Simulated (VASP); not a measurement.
# Si3N4 (P-1) in VASP: further runs

Si3N4 is run at these levels: LDA, PBE; tasks: single point.

Program: VASP 6.6.1. These are calculated values, not measurements. Logs are shortened: lines on timing, memory, paths and dates and some standing lists are left out, and cuts for length are marked.

### Step 1. The cell of the first run

The typed cell holds 14 atoms: a = 7.663 Å, b = 7.663 Å, c = 2.926 Å, α = 90.00°, β = 90.00°, γ = 120.00°.

### Step 2. Single point, LDA

File INCAR:

```
SYSTEM = Si3N4
ALGO = Normal
EDIFF = 1E-6
ENCUT = 600
GGA = CA
GGA_COMPAT = .FALSE.
ISIF = 2
ISMEAR = -1
LASPH = .TRUE.
LCHARG = .FALSE.
LREAL = .FALSE.
LWAVE = .FALSE.
NBANDS = 45
NELM = 120
PREC = Accurate
SIGMA = 0.01
```

File KPOINTS:

```
Automatic mesh
0
Gamma
  1 1 2
  0.25 0.25 0.25
```

File POSCAR:

```
Si3N4
1.0
    7.6633883341      0.0000000029      0.0000000000
   -3.8316941696      6.6366889750      0.0000000000
    0.0000000000      0.0000000000      2.9261390000
Si N
6 8
Direct
    0.2322653823      0.8259746528      0.7494946880
    0.4058923794      0.2317096944      0.2527049467
    0.8253894001      0.5932134239      0.2522027582
    0.1746105999      0.4067865761      0.7477972418
    0.5941076206      0.7682903056      0.7472950533
    0.7677346177      0.1740253472      0.2505053120
    0.3339298775      0.6672247687      0.7428899807
    0.6660701225      0.3327752313      0.2571100193
    0.9695678155      0.6690730697      0.7523557260
    0.2994900953      0.9703015574      0.2502739288
    0.6703706277      0.7000641563      0.2476635027
    0.3296293723      0.2999358437      0.7523364973
    0.0304321845      0.3309269303      0.2476442740
    0.7005099047      0.0296984426      0.7497260712
```

Potentials or basis: VASP PAW LDA potentials, release 64 (Si, N).

Command:

```console
$ cat potpaw_LDA.64/Si/POTCAR potpaw_LDA.64/N/POTCAR > POTCAR
$ mpirun -np 1 vasp_std > vasp.out
```

OUTCAR:

```text
SYSTEM = Si3N4
   EDIFF = 1E-6
   ENCUT = 600
   GGA = CA
   ISIF = 2
   ISMEAR = -1
   LASPH = .TRUE.
   LREAL = .FALSE.
   NELM = 120
   PREC = Accurate

 ion  position               nearest neighbor table
   1  0.232  0.826  0.749-   7 1.74  10 1.75  10 1.75   9 1.75   4 3.02   5 3.02   2 3.07   3 3.08
                             2 3.08   3 3.08
   2  0.406  0.232  0.253-   8 1.74  10 1.74  12 1.75  12 1.75   3 3.02   6 3.02   1 3.07   4 3.07
                             1 3.08   4 3.08
   3  0.825  0.593  0.252-   8 1.74  11 1.75   9 1.75   9 1.75   6 3.02   2 3.02   5 3.07   1 3.08
                             5 3.08   1 3.08
   4  0.175  0.407  0.748-   7 1.74  12 1.75  13 1.75  13 1.75   1 3.02   5 3.02   2 3.07   6 3.08
                             2 3.08   6 3.08
   5  0.594  0.768  0.747-   7 1.74  14 1.74  11 1.75  11 1.75   4 3.02   1 3.02   6 3.07   3 3.07
                             6 3.08   3 3.08
   6  0.768  0.174  0.251-   8 1.74  14 1.75  14 1.75  13 1.75   3 3.02   2 3.02   5 3.07   4 3.08
                             5 3.08   4 3.08
   7  0.334  0.667  0.743-   5 1.74   1 1.74   4 1.74
   8  0.666  0.333  0.257-   2 1.74   6 1.74   3 1.74
   9  0.970  0.669  0.752-   3 1.75   3 1.75   1 1.75
  10  0.299  0.970  0.250-   2 1.74   1 1.75   1 1.75
  11  0.670  0.700  0.248-   3 1.75   5 1.75   5 1.75
  12  0.330  0.300  0.752-   4 1.75   2 1.75   2 1.75
  13  0.030  0.331  0.248-   4 1.75   4 1.75   6 1.75
  14  0.701  0.030  0.750-   5 1.74   6 1.75   6 1.75

  LATTYP: Found a hexagonal cell.
 ALAT       =     7.6633883341
 C/A-ratio  =     0.3818335797

  Lattice vectors:

 A1 = (   7.6633883341,   0.0000000029,   0.0000000000)
 A2 = (  -3.8316941696,   6.6366889750,   0.0000000000)
 A3 = (   0.0000000000,   0.0000000000,   2.9261390000)

Analysis of symmetry for initial positions (statically):
=====================================================================
 Subroutine PRICEL returns:
 Original cell was already a primitive cell.

 Routine SETGRP: Setting up the symmetry group for a
 hexagonal supercell.

 Subroutine GETGRP returns: Found  2 space group operations
 (whereof  2 operations were pure point group operations)
 out of a pool of 24 trial point group operations.

The static configuration has the point symmetry S_2 .

Analysis of symmetry for dynamics (positions and initial velocities):
=====================================================================
 Subroutine PRICEL returns:
 Original cell was already a primitive cell.

 Routine SETGRP: Setting up the symmetry group for a
 hexagonal supercell.

 Subroutine GETGRP returns: Found  2 space group operations
 (whereof  2 operations were pure point group operations)
 out of a pool of 24 trial point group operations.

The dynamic configuration has the point symmetry S_2 .

 Subroutine INISYM returns: Found  2 space group operations
 (whereof  2 operations are pure point group operations),
 and found     1 'primitive' translations

----------------------------------------------------------------------------------------

                                     Primitive cell

  volume of cell :     148.8220

  direct lattice vectors                    reciprocal lattice vectors
     7.663388334  0.000000003  0.000000000     0.130490581  0.075338772  0.000000000
    -3.831694170  6.636688975  0.000000000    -0.000000000  0.150677545  0.000000000
     0.000000000  0.000000000  2.926139000     0.000000000  0.000000000  0.341747265

  length of vectors
     7.663388334  7.663388334  2.926139000     0.150677545  0.150677545  0.341747265

  position of ions in fractional coordinates (direct lattice)
     0.232265382  0.825974653  0.749494688
     0.405892379  0.231709694  0.252704947
     0.825389400  0.593213424  0.252202758
     0.174610600  0.406786576  0.747797242
     0.594107621  0.768290306  0.747295053
     0.767734618  0.174025347  0.250505312
     0.333929877  0.667224769  0.742889981
     0.666070123  0.332775231  0.257110019
     0.969567815  0.669073070  0.752355726
     0.299490095  0.970301557  0.250273929
     0.670370628  0.700064156  0.247663503
     0.329629372  0.299935844  0.752336497
     0.030432185  0.330926930  0.247644274
     0.700509905  0.029698443  0.749726071

  ion indices of the primitive-cell ions
   primitive index   ion index
                 1           1
                 2           2
                 3           3
                 4           4
                 5           5
                 6           6
                 7           7
                 8           8
                 9           9
                10          10
                11          11
                12          12
                13          13
                14          14

----------------------------------------------------------------------------------------

 KPOINTS: Automatic mesh

Automatic generation of k-mesh.
 Grid dimensions read from file:
 generate k-points for:    1    1    2

 Generating k-lattice:

  Cartesian coordinates                     Fractional coordinates (reciprocal lattice)
     0.130490581  0.075338772  0.000000000     1.000000000  0.000000000  0.000000000
    -0.000000000  0.150677545  0.000000000     0.000000000  1.000000000  0.000000000
     0.000000000  0.000000000  0.170873632     0.000000000  0.000000000  0.500000000

  Length of vectors
     0.150677545  0.150677545  0.170873632

  Shift w.r.t. Gamma in fractional coordinates (k-lattice)
     0.250000000  0.250000000  0.250000000

 Subroutine IBZKPT returns following result:
 ===========================================

 Found     12 irreducible k-points:

 Following reciprocal coordinates:
            Coordinates               Weight
  0.250000  0.250000  0.125000      2.000000
 -0.250000  0.500000  0.125000      2.000000
  0.500000  0.250000  0.125000      2.000000
 -0.250000 -0.250000  0.125000      2.000000
  0.250000  0.500000  0.125000      2.000000
  0.500000 -0.250000  0.125000      2.000000
  0.250000  0.250000 -0.375000      2.000000
 -0.250000  0.500000 -0.375000      2.000000
  0.500000  0.250000 -0.375000      2.000000
 -0.250000 -0.250000 -0.375000      2.000000
  0.250000  0.500000 -0.375000      2.000000
  0.500000 -0.250000 -0.375000      2.000000
   k-points           NKPTS =     12   k-points in BZ     NKDIM =     12   number of bands    NBANDS=     45
   number of dos      NEDOS =    301   number of ions     NIONS =     14
   total plane-waves  NPLWV =  98304
   dimension x,y,z NGX =    64 NGY =   64 NGZ =   24
   dimension x,y,z NGXF=   128 NGYF=  128 NGZF=   48
   ions per type =               6   8
   NGX,Y,Z   is equivalent  to a cutoff of  13.88, 13.88, 13.64 a.u.
   NGXF,Y,Z  is equivalent  to a cutoff of  27.77, 27.77, 27.27 a.u.
 SYSTEM =  Si3N4
   PREC   = accura    normal or accurate (medium, high low for compatibility)
   ISTART =      0    job   : 0-new  1-cont  2-samecut
   ICHARG =      2    charge: 1-file 2-atom 10-const
   ISPIN  =      1    spin polarized calculation?
   LNONCOLLINEAR =      F non collinear calculations
   LSORBIT =      F    spin-orbit coupling
   LASPH  =      T    aspherical Exc in radial PAW
   ENCUT  =  600.0 eV  44.10 Ry    6.64 a.u.  15.31 15.31  5.84*2*pi/ulx,y,z
   NELM   =    120;   NELMIN=  2; NELMDL= -5     # of ELM steps
   EDIFF  = 0.1E-05   stopping-criterion for ELM
   LREAL  =      F    real-space projection
   EDIFFG = 0.1E-04   stopping-criterion for IOM
   NSW    =      0    number of steps for IOM
   IBRION =     -1    ionic relax: 0-MD 1-quasi-New 2-CG
   NFREE  =      0    steps in history (QN), initial steepest desc. (CG)
   ISIF   =      2    stress and relaxation
   ISYM   =      2    0-nonsym 1-usesym 2-fastsym
   POTIM  = 0.5000    time-step for ionic-motion
   TEBEG  =    0.0;   TEEND  =   0.0 temperature during run
   PSTRESS=    0.0 pullay stress
   NELECT =      64.0000    total number of electrons
   NUPDOWN=      -1.0000    fix difference up-down
   EMIN   =  10.00;   EMAX   =-10.00  energy-range for DOS
   EFERMI =   0.00;   METHOD = LEGACY
   ISMEAR =    -1;   SIGMA  =   0.01  broadening in eV -4-tet -1-fermi 0-gaus
   EFERMI_NEDOS =   21; number of points for ismear=-14 and -15
   IALGO  =     38    algorithm
   IMIX   =      4    mixing-type and parameters
     AMIX     =   0.40;   BMIX     =  1.00
     AMIX_MAG =   1.60;   BMIX_MAG =  1.00
  volume/ion in A,a.u.               =      10.63        71.74
  Fermi-wavevector in a.u.,A,eV,Ry     =   1.235698  2.335131 20.775416  1.526950
  Thomas-Fermi vector in A             =   2.370337
   LORBIT       =      0    0 simple, 1 ext, 2 COOP (PROOUT), +10 PAW based schemes
   GGA     = CA    functional components
   LHFCALC =     F    Hartree Fock is set to
   AEXX    =    0.0000 exact exchange contribution
   IVDW    =     0    specifies the selected vdW correction
   LEPSILON=     F    determine dielectric tensor
   LRPA    =     F    only Hartree local field effects (RPA)
 non-spin polarized calculation
  energy-cutoff  :      600.00
  volume of cell :      148.82
 maximum number of plane-waves:      4977
 NGX is ok and might be reduce to    64
   NGX = 31   NGY = 31   NGZ = 11

 number of electron      64.0000001 magnetization

 Free energy of the ion-electron system (eV)
  ---------------------------------------------------
  ext. energy  EPLUGINS =         0.00000000
  ---------------------------------------------------
  free energy    TOTEN  =      -126.53340885 eV

  energy without entropy =     -126.53340885  energy(sigma->0) =     -126.53340885

 E-fermi :   6.1293     XC(G=0): -11.0809

 val. band max:        5.8915123759   @ k =   0.2500   0.2500   0.1250
 cond. band min:      11.0559389223   @ k =   0.5000  -0.2500  -0.3750
 fundamental gap:      5.1644265464
 Fermi energy:         6.1293255551

 k-point     1 :       0.2500    0.2500    0.1250
  band No.  band energies     occupation
      1     -10.9729      2.00000
      2     -10.5140      2.00000
      3     -10.4076      2.00000
      4      -9.3742      2.00000
      5      -8.9674      2.00000
      6      -8.2493      2.00000
[... 36 lines left out ...]
     43      14.2468      0.00000
     44      14.5528      0.00000

 k-point     2 :      -0.2500    0.5000    0.1250
  band No.  band energies     occupation
      1     -10.9705      2.00000
      2     -10.5204      2.00000
      3     -10.4036      2.00000
      4      -9.3840      2.00000
      5      -8.9535      2.00000
      6      -8.2545      2.00000
[... 36 lines left out ...]
     43      14.2514      0.00000
     44      14.6011      0.00000

 k-point     3 :       0.5000    0.2500    0.1250
  band No.  band energies     occupation
      1     -10.9755      2.00000
      2     -10.5037      2.00000
      3     -10.4148      2.00000
      4      -9.3625      2.00000
      5      -8.9867      2.00000
      6      -8.2445      2.00000
[... 412 lines left out ...]
     43      13.8957      0.00000
     44      14.1989      0.00000

 k-point    12 :       0.5000   -0.2500   -0.3750
  band No.  band energies     occupation
      1      -9.7071      2.00000
      2      -9.3472      2.00000
      3      -9.1554      2.00000
      4      -8.5150      2.00000
      5      -8.3003      2.00000
      6      -7.9652      2.00000
[... 36 lines left out ...]
     43      13.9308      0.00000
     44      14.2178      0.00000
 [bands above 44 left out]

------------------------ aborting loop because EDIFF is reached ----------------------------------------

  FORCE on cell =-STRESS in cart. coord.  units (eV):
  Direction    XX          YY          ZZ          XY          YZ          ZX
  --------------------------------------------------------------------------------------
  -------------------------------------------------------------------------------------
  Total       -7.1962456     -6.8011105     -8.8357756     -0.1553684     -0.0981718     -0.1037767
  in kB      -77.4728097    -73.2188940    -95.1235406     -1.6726535     -1.0568905     -1.1172310
  external PRESSURE =     -81.9384148 kB  Pullay stress =       0.0000000 kB

 VOLUME and BASIS-vectors are now :
 -----------------------------------------------------------------------------
  energy-cutoff  :      600.00
  volume of cell :      148.82
      direct lattice vectors                 reciprocal lattice vectors
     7.663388334  0.000000003  0.000000000     0.130490581  0.075338772  0.000000000
    -3.831694170  6.636688975  0.000000000    -0.000000000  0.150677545  0.000000000
     0.000000000  0.000000000  2.926139000     0.000000000  0.000000000  0.341747265

 POSITION                                       TOTAL-FORCE (eV/Angst)
 -----------------------------------------------------------------------------------
     -1.38494      5.48174      2.19313        -0.072103     -0.127006      0.036361
      2.22267      1.53779      0.73945        -0.009477      0.089926     -0.022817
      4.05227      3.93697      0.73798         0.013301     -0.034441     -0.008548
     -0.22057      2.69972      2.18816        -0.013301      0.034441      0.008548
      1.60902      5.09890      2.18669         0.009477     -0.089926      0.022817
      5.21664      1.15495      0.73301         0.072103      0.127006     -0.036361
      0.00243      4.42816      2.17380        -0.031104     -0.000269      0.094321
      3.82926      2.20853      0.75234         0.031104      0.000269     -0.094321
      4.86649      4.44043      2.20150         0.085362      0.060415     -0.046982
     -1.42279      6.43959      0.73234         0.054020     -0.104268     -0.031198
      2.45488      4.64611      0.72470        -0.061968     -0.002866      0.031506
      1.37682      1.99058      2.20144         0.061968      0.002866     -0.031506
     -1.03480      2.19626      0.72464        -0.085362     -0.060415      0.046982
      5.25448      0.19710      2.19380        -0.054020      0.104268      0.031198
 -----------------------------------------------------------------------------------
    total drift:                                0.000000      0.000000     -0.000000

  FREE ENERGIE OF THE ION-ELECTRON SYSTEM (eV)
  ---------------------------------------------------
  free  energy   TOTEN  =      -126.5334088460 eV

  energy  without entropy=     -126.5334088460  energy(sigma->0) =     -126.53340885
```

Run time: 67 s. Hardware: 1 thread of Intel Xeon 6975P-C (Granite Rapids), shared host; peak memory 0.26 GiB.

Results:

```
Free energy            : -126.5334 eV
Pressure               : -8.2 GPa
Largest force          : 0.151 eV/Å
Band gap on the k mesh : 5.16 eV (least direct gap 5.45 eV)
```

Forces on the atoms (eV/Å):
```
Si  -0.072 -0.127  0.036
Si  -0.009  0.090 -0.023
Si   0.013 -0.034 -0.009
Si  -0.013  0.034  0.009
Si   0.009 -0.090  0.023
Si   0.072  0.127 -0.036
N   -0.031  0.000  0.094
N    0.031  0.000 -0.094
N    0.085  0.060 -0.047
N    0.054 -0.104 -0.031
N   -0.062 -0.003  0.032
N    0.062  0.003 -0.032
N   -0.085 -0.060  0.047
N   -0.054  0.104  0.031
```

Caveat: the k points lie up to 1.07 Å⁻¹ apart; a shifted mesh leaves out Γ, where band edges can lie.

### Step 3. Single point, PBE

File INCAR:

```
SYSTEM = Si3N4
ALGO = Normal ; EDIFF = 1E-6
ENCUT = 600 ; GGA = PE
GGA_COMPAT = .False. ; ISIF = 2
ISMEAR = -1 ; LASPH = .True.
LCHARG = .True. ; LELF = .True.
LREAL = .False. ; LVHAR = .True.
LWAVE = .False. ; NBANDS = 45
NELM = 120 ; PREC = Accurate
SIGMA = 0.01
```

File KPOINTS:

```
k-points
0
Gamma
  1 1 2
  0 0 0
```

POSCAR is that of step 2.

Potentials or basis: VASP PAW PBE potentials, release 64 (Si, N).

Command:

```console
$ cat potpaw_PBE.64/Si/POTCAR potpaw_PBE.64/N/POTCAR > POTCAR
$ mpirun -np 1 vasp_std > vasp.out
```

Wall time 26 s (1 thread of Intel Xeon 6975P-C (Granite Rapids), shared host); peak memory 0.28 GiB.

The run converged. Its results:

```
Free energy            : -112.3195 eV
Pressure               : -0.1 GPa
Largest force          : 0.580 eV/Å
Band gap on the k mesh : 4.36 eV
```

Forces on the atoms (eV/Å):
```
Si  -0.169  0.191  0.039
Si  -0.335  0.172 -0.025
Si   0.251  0.207 -0.010
Si  -0.251 -0.207  0.010
Si   0.335 -0.172  0.025
Si   0.169 -0.191 -0.039
N   -0.032 -0.003  0.102
N    0.032  0.003 -0.102
N   -0.375 -0.104 -0.047
N   -0.034 -0.578 -0.038
N   -0.430  0.314  0.031
N    0.430 -0.314 -0.031
N    0.375  0.104  0.047
N    0.034  0.578  0.038
```

Stress tensor (GPa, compression positive):
```
-4.89 -0.16 -0.11
-0.16 -4.45 -0.11
-0.11 -0.11  8.94
```

Levels at points of the mesh, in eV from the valence-band top:
| k point | band 28 | band 29 | band 30 | band 31 | band 32 | band 33 | band 34 | band 35 | band 36 | band 37 |
| --- | --- | --- | --- | --- | --- | --- | --- | --- | --- | --- |
| (0.00, 0.00, 0.00) | -1.10 | -1.10 | -0.27 | -0.22 | 0.00 | 4.36 | 4.72 | 4.89 | 4.92 | 5.19 |
| (0.00, 0.00, 0.50) | -1.43 | -1.42 | -1.41 | -1.16 | -1.15 | 4.74 | 4.75 | 4.76 | 4.80 | 7.29 |

Caveat: the k points lie up to 1.07 Å⁻¹ apart; an odd mesh through Γ misses points on the zone boundary, where band edges can lie.
